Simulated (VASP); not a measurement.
# Ti12O in VASP: single point with PBE

Aim: the single point of Ti12O with PBE.

Everything below comes from runs of VASP 6.6.1. Logs are shortened: lines on timing, memory, paths and dates and some standing lists are left out, and cuts for length are marked.

### 1 The cell of the first run

The cell holds a slab with vacuum, 13 atoms: a = 5.815 Å, b = 5.815 Å, c = 19.306 Å, α = 90.00°, β = 90.00°, γ = 90.00°.

### 2 Single point, PBE

Contents of INCAR:

```
  ALGO = Normal
  DIPOL = 0.5 0.5 0.318
  EDIFF = 1E-6
  ENCUT = 520
  GGA = PE
  IDIPOL = 3
  ISIF = 2
  ISMEAR = 0
  LASPH = True
  LCHARG = True
  LDIPOL = True
  LELF = True
  LREAL = False
  LVACPOTAV = True
  LVHAR = True
  LWAVE = False
  NBANDS = 87
  NELM = 60
  PREC = Accurate
  SIGMA = 0.1
```

Contents of KPOINTS:

```
k-points
0
Gamma
  5 5 1
```

Contents of POSCAR:

```
Ti12O
1.0
    5.8150893847      0.0000000000      0.0000000000
    0.0000000000      5.8150893847      0.0000000000
    0.0000000000      0.0000000000     19.3059825436
Ti O
12 1
Direct
    0.2500000000      0.2500000000      0.2071896621
    0.2500000000      0.7500000000      0.2071896621
    0.7500000000      0.2500000000      0.2071896621
    0.7500000000      0.7500000000      0.2071896621
    0.0000000000      0.0000000000      0.3057583574
    0.0000000000      0.5000000000      0.3057583574
    0.5000000000      0.0000000000      0.3057583574
    0.5000000000      0.5000000000      0.3057583574
    0.2500000000      0.2500000000      0.4043297214
    0.2500000000      0.7500000000      0.4043297214
    0.7500000000      0.2500000000      0.4043297214
    0.7500000000      0.7500000000      0.4043297214
    0.2500000000      0.5000000000      0.4651543064
```

Potentials or basis: VASP PAW PBE potentials, release 64 (Ti_sv, O).

Command:

```sh
> cat potpaw_PBE.64/Ti_sv/POTCAR potpaw_PBE.64/O/POTCAR > POTCAR
> mpirun -np 1 vasp_std > vasp.out
```

OUTCAR:

```text
EDIFF = 1E-6
   ENCUT = 520
   GGA = PE
   ISIF = 2
   ISMEAR = 0
   LASPH = True
   LREAL = False
   NELM = 60
   PREC = Accurate

 ion  position               nearest neighbor table
   1  0.250  0.250  0.207-   5 2.80   6 2.80   7 2.80   8 2.80   2 2.91   3 2.91   2 2.91   3 2.91

   2  0.250  0.750  0.207-   5 2.80   6 2.80   7 2.80   8 2.80   1 2.91   4 2.91   1 2.91   4 2.91

   3  0.750  0.250  0.207-   5 2.80   6 2.80   7 2.80   8 2.80   1 2.91   4 2.91   4 2.91   1 2.91

   4  0.750  0.750  0.207-   5 2.80   6 2.80   7 2.80   8 2.80   2 2.91   3 2.91   3 2.91   2 2.91

   5  0.000  0.000  0.306-   1 2.80   2 2.80   3 2.80   4 2.80   9 2.80  10 2.80  11 2.80  12 2.80
                             6 2.91   7 2.91   6 2.91   7 2.91
   6  0.000  0.500  0.306-   1 2.80   2 2.80   3 2.80   4 2.80   9 2.80  10 2.80  11 2.80  12 2.80
                             5 2.91   8 2.91   5 2.91   8 2.91
   7  0.500  0.000  0.306-   1 2.80   2 2.80   3 2.80   4 2.80   9 2.80  10 2.80  11 2.80  12 2.80
                             5 2.91   8 2.91   8 2.91   5 2.91
   8  0.500  0.500  0.306-   1 2.80   2 2.80   3 2.80   4 2.80   9 2.80  10 2.80  11 2.80  12 2.80
                             6 2.91   7 2.91   7 2.91   6 2.91
   9  0.250  0.250  0.404-  13 1.87   6 2.80   7 2.80   8 2.80   5 2.80  11 2.91  10 2.91  10 2.91
                            11 2.91
  10  0.250  0.750  0.404-  13 1.87   6 2.80   7 2.80   8 2.80   5 2.80  12 2.91   9 2.91   9 2.91
                            12 2.91
  11  0.750  0.250  0.404-   5 2.80   6 2.80   7 2.80   8 2.80   9 2.91  12 2.91  12 2.91   9 2.91

  12  0.750  0.750  0.404-   5 2.80   6 2.80   7 2.80   8 2.80  10 2.91  11 2.91  11 2.91  10 2.91

  13  0.250  0.500  0.465-   9 1.87  10 1.87

  LATTYP: Found a simple tetragonal cell.
 ALAT       =     5.8150893847
 C/A-ratio  =     3.3199803591

  Lattice vectors:

 A1 = (   5.8150893847,   0.0000000000,   0.0000000000)
 A2 = (   0.0000000000,   5.8150893847,   0.0000000000)
 A3 = (   0.0000000000,   0.0000000000,  19.3059825436)

Analysis of symmetry for initial positions (statically):
=====================================================================
 Subroutine PRICEL returns:
 Original cell was already a primitive cell.

 Routine SETGRP: Setting up the symmetry group for a
 simple tetragonal supercell.

 Subroutine GETGRP returns: Found  4 space group operations
 (whereof  2 operations were pure point group operations)
 out of a pool of 16 trial point group operations.

The static configuration has the point symmetry C_1h.
 The point group associated with its full space group is C_2v.

Analysis of symmetry for dynamics (positions and initial velocities):
=====================================================================
 Subroutine PRICEL returns:
 Original cell was already a primitive cell.

 Routine SETGRP: Setting up the symmetry group for a
 simple tetragonal supercell.

 Subroutine GETGRP returns: Found  4 space group operations
 (whereof  2 operations were pure point group operations)
 out of a pool of 16 trial point group operations.

The dynamic configuration has the point symmetry C_1h.
 The point group associated with its full space group is C_2v.

 Subroutine INISYM returns: Found  4 space group operations
 (whereof  2 operations are pure point group operations),
 and found     1 'primitive' translations

----------------------------------------------------------------------------------------

                                     Primitive cell

  volume of cell :     652.8369

  direct lattice vectors                    reciprocal lattice vectors
     5.815089385  0.000000000  0.000000000     0.171966402  0.000000000  0.000000000
     0.000000000  5.815089385  0.000000000     0.000000000  0.171966402  0.000000000
     0.000000000  0.000000000 19.305982544     0.000000000  0.000000000  0.051797416

  length of vectors
     5.815089385  5.815089385 19.305982544     0.171966402  0.171966402  0.051797416

  position of ions in fractional coordinates (direct lattice)
     0.250000000  0.250000000  0.207189662
     0.250000000  0.750000000  0.207189662
     0.750000000  0.250000000  0.207189662
     0.750000000  0.750000000  0.207189662
     0.000000000  0.000000000  0.305758357
     0.000000000  0.500000000  0.305758357
     0.500000000  0.000000000  0.305758357
     0.500000000  0.500000000  0.305758357
     0.250000000  0.250000000  0.404329721
     0.250000000  0.750000000  0.404329721
     0.750000000  0.250000000  0.404329721
     0.750000000  0.750000000  0.404329721
     0.250000000  0.500000000  0.465154306

  ion indices of the primitive-cell ions
   primitive index   ion index
                 1           1
                 2           2
                 3           3
                 4           4
                 5           5
                 6           6
                 7           7
                 8           8
                 9           9
                10          10
                11          11
                12          12
                13          13

----------------------------------------------------------------------------------------

 KPOINTS: k-points

Automatic generation of k-mesh.
 Grid dimensions read from file:
 generate k-points for:    5    5    1

 Generating k-lattice:

  Cartesian coordinates                     Fractional coordinates (reciprocal lattice)
     0.034393280  0.000000000  0.000000000     0.200000000  0.000000000  0.000000000
     0.000000000  0.034393280  0.000000000     0.000000000  0.200000000  0.000000000
     0.000000000  0.000000000  0.051797416     0.000000000  0.000000000  1.000000000

  Length of vectors
     0.034393280  0.034393280  0.051797416

  Shift w.r.t. Gamma in fractional coordinates (k-lattice)
     0.000000000  0.000000000  0.000000000

 Subroutine IBZKPT returns following result:
 ===========================================

 Found      9 irreducible k-points:

 Following reciprocal coordinates:
            Coordinates               Weight
  0.000000  0.000000  0.000000      1.000000
  0.200000  0.000000  0.000000      2.000000
  0.000000  0.200000  0.000000      2.000000
  0.400000  0.000000  0.000000      2.000000
  0.000000  0.400000  0.000000      2.000000
  0.200000  0.200000  0.000000      4.000000
  0.400000  0.200000  0.000000      4.000000
 -0.200000  0.400000  0.000000      4.000000
  0.400000  0.400000  0.000000      4.000000
   k-points           NKPTS =      9   k-points in BZ     NKDIM =      9   number of bands    NBANDS=     87
   number of dos      NEDOS =    301   number of ions     NIONS =     13
   total plane-waves  NPLWV = 331776
   dimension x,y,z NGX =    48 NGY =   48 NGZ =  144
   dimension x,y,z NGXF=    96 NGYF=   96 NGZF=  288
   ions per type =              12   1
   NGX,Y,Z   is equivalent  to a cutoff of  13.72, 13.72, 12.40 a.u.
   NGXF,Y,Z  is equivalent  to a cutoff of  27.45, 27.45, 24.80 a.u.
 SYSTEM =  unknown system
   PREC   = accura    normal or accurate (medium, high low for compatibility)
   ISTART =      0    job   : 0-new  1-cont  2-samecut
   ICHARG =      2    charge: 1-file 2-atom 10-const
   ISPIN  =      1    spin polarized calculation?
   LNONCOLLINEAR =      F non collinear calculations
   LSORBIT =      F    spin-orbit coupling
   LASPH  =      T    aspherical Exc in radial PAW
   ENCUT  =  520.0 eV  38.22 Ry    6.18 a.u.  10.81 10.81 35.90*2*pi/ulx,y,z
   NELM   =     60;   NELMIN=  2; NELMDL= -5     # of ELM steps
   EDIFF  = 0.1E-05   stopping-criterion for ELM
   LREAL  =      F    real-space projection
   EDIFFG = 0.1E-04   stopping-criterion for IOM
   NSW    =      0    number of steps for IOM
   IBRION =     -1    ionic relax: 0-MD 1-quasi-New 2-CG
   NFREE  =      0    steps in history (QN), initial steepest desc. (CG)
   ISIF   =      2    stress and relaxation
   ISYM   =      2    0-nonsym 1-usesym 2-fastsym
   POTIM  = 0.5000    time-step for ionic-motion
   TEBEG  =    0.0;   TEEND  =   0.0 temperature during run
   PSTRESS=    0.0 pullay stress
   NELECT =     150.0000    total number of electrons
   NUPDOWN=      -1.0000    fix difference up-down
   EMIN   =  10.00;   EMAX   =-10.00  energy-range for DOS
   EFERMI =   0.00;   METHOD = LEGACY
   ISMEAR =     0;   SIGMA  =   0.10  broadening in eV -4-tet -1-fermi 0-gaus
   EFERMI_NEDOS =   21; number of points for ismear=-14 and -15
   IALGO  =     38    algorithm
   IMIX   =      4    mixing-type and parameters
     AMIX     =   0.40;   BMIX     =  1.00
     AMIX_MAG =   1.60;   BMIX_MAG =  1.00
  volume/ion in A,a.u.               =      50.22       338.89
  Fermi-wavevector in a.u.,A,eV,Ry     =   1.002698  1.894825 13.679355  1.005404
  Thomas-Fermi vector in A             =   2.135203
   LORBIT       =      0    0 simple, 1 ext, 2 COOP (PROOUT), +10 PAW based schemes
   GGA     = PE    functional components
   LHFCALC =     F    Hartree Fock is set to
   AEXX    =    0.0000 exact exchange contribution
   IVDW    =     0    specifies the selected vdW correction
   LEPSILON=     F    determine dielectric tensor
   LRPA    =     F    only Hartree local field effects (RPA)
 non-spin polarized calculation
 Gauss-broadening in eV      SIGMA  =   0.10
  energy-cutoff  :      520.00
  volume of cell :      652.84
 maximum number of plane-waves:     17596
 NGX is ok and might be reduce to    48
   NGX = 21   NGY = 21   NGZ = 71

 dipolmoment           0.000000      0.000000     -0.026379 electrons x Angstroem

 number of electron     150.0000047 magnetization

 dipolmoment           0.000000      0.000000      0.030040 electrons x Angstroem

 Free energy of the ion-electron system (eV)
  ---------------------------------------------------
  ext. energy  EPLUGINS =         0.00000000
  ---------------------------------------------------
  free energy    TOTEN  =       -95.96598696 eV

  energy without entropy =      -95.81660697  energy(sigma->0) =      -95.89129696

 E-fermi :   0.1947     XC(G=0):  -4.7421

 val. band max:        0.1595358822   @ k =  -0.2000   0.4000   0.0000
 cond. band min:       0.1949299052   @ k =   0.4000   0.2000   0.0000
 fundamental gap:      0.0353940230
 Fermi energy:         0.1947374965

 k-point     1 :       0.0000    0.0000    0.0000
  band No.  band energies     occupation
      1     -56.7003      2.00000
      2     -56.6501      2.00000
      3     -56.6480      2.00000
      4     -56.6042      2.00000
      5     -56.6028      2.00000
      6     -56.5547      2.00000
[... 79 lines left out ...]
     86       1.0909      0.00000
     87       1.2342      0.00000

 k-point     2 :       0.2000    0.0000    0.0000
  band No.  band energies     occupation
      1     -56.6959      2.00000
      2     -56.6523      2.00000
      3     -56.6469      2.00000
      4     -56.6074      2.00000
      5     -56.5995      2.00000
      6     -56.5524      2.00000
[... 619 lines left out ...]
     86       1.1864      0.00000
     87       1.2737      0.00000

 k-point     9 :       0.4000    0.4000    0.0000
  band No.  band energies     occupation
      1     -56.6700      2.00000
      2     -56.6559      2.00000
      3     -56.6462      2.00000
      4     -56.6306      2.00000
      5     -56.5777      2.00000
      6     -56.5637      2.00000
[... 79 lines left out ...]
     86       1.0751      0.00000
     87       1.1636      0.00000

------------------------ aborting loop because EDIFF is reached ----------------------------------------

  FORCE on cell =-STRESS in cart. coord.  units (eV):
  Direction    XX          YY          ZZ          XY          YZ          ZX
  --------------------------------------------------------------------------------------
  -------------------------------------------------------------------------------------
  Total       -2.2603100     -3.4277190      2.4278783      0.0000000      0.0000000      0.0000000
  in kB       -5.5472009     -8.4122292      5.9584432      0.0000000      0.0000000      0.0000000
  external PRESSURE =      -2.6669956 kB  Pullay stress =       0.0000000 kB

 VOLUME and BASIS-vectors are now :
 -----------------------------------------------------------------------------
  energy-cutoff  :      520.00
  volume of cell :      652.84
      direct lattice vectors                 reciprocal lattice vectors
     5.815089385  0.000000000  0.000000000     0.171966402  0.000000000  0.000000000
     0.000000000  5.815089385  0.000000000     0.000000000  0.171966402  0.000000000
     0.000000000  0.000000000 19.305982544     0.000000000  0.000000000  0.051797416

 POSITION                                       TOTAL-FORCE (eV/Angst)
 -----------------------------------------------------------------------------------
      1.45377      1.45377      4.00000         0.000000      0.008044      0.018937
      1.45377      4.36132      4.00000         0.000000     -0.008044      0.018937
      4.36132      1.45377      4.00000         0.000000      0.019712      0.162849
      4.36132      4.36132      4.00000         0.000000     -0.019712      0.162849
      0.00000      0.00000      5.90297        -0.267058      0.000000     -0.483644
      0.00000      2.90754      5.90297        -0.111194      0.000000     -0.510514
      2.90754      0.00000      5.90297         0.267058      0.000000     -0.483644
      2.90754      2.90754      5.90297         0.111194      0.000000     -0.510514
      1.45377      1.45377      7.80598         0.000000      0.898823      0.936658
      1.45377      4.36132      7.80598         0.000000     -0.898823      0.936658
      4.36132      1.45377      7.80598         0.000000     -0.691562     -0.178424
      4.36132      4.36132      7.80598         0.000000      0.691562     -0.178424
      1.45377      2.90754      8.98026         0.000000      0.000000      0.108276
 -----------------------------------------------------------------------------------
    total drift:                                0.000000      0.000000     -0.000351

  FREE ENERGIE OF THE ION-ELECTRON SYSTEM (eV)
  ---------------------------------------------------
  free  energy   TOTEN  =       -95.9659869569 eV

  energy  without entropy=      -95.8166069703  energy(sigma->0) =      -95.89129696

 vacuum level on the upper side and lower side of the slab         4.198         4.036
```

It took 17 min on 1 thread of Intel Xeon 6975P-C (Granite Rapids), shared host; peak memory 0.83 GiB.

Results:

```yaml
Free_energy: -95.9660 eV
Largest_force: 1.298 eV/Å
Band_gap_on_the_k_mesh: zero (bands 75 and 76 overlap by 0.16 eV)
```

Forces in eV/Å, atoms in the order of the input:
```
Ti   0.000  0.008  0.019
Ti   0.000 -0.008  0.019
Ti   0.000  0.020  0.163
Ti   0.000 -0.020  0.163
Ti  -0.267  0.000 -0.484
Ti  -0.111  0.000 -0.511
Ti   0.267  0.000 -0.484
Ti   0.111  0.000 -0.511
Ti   0.000  0.899  0.937
Ti   0.000 -0.899  0.937
Ti   0.000 -0.692 -0.178
Ti   0.000  0.692 -0.178
O    0.000  0.000  0.108
```

The gap in the log of VASP goes by the Fermi energy; the results here count the filled bands.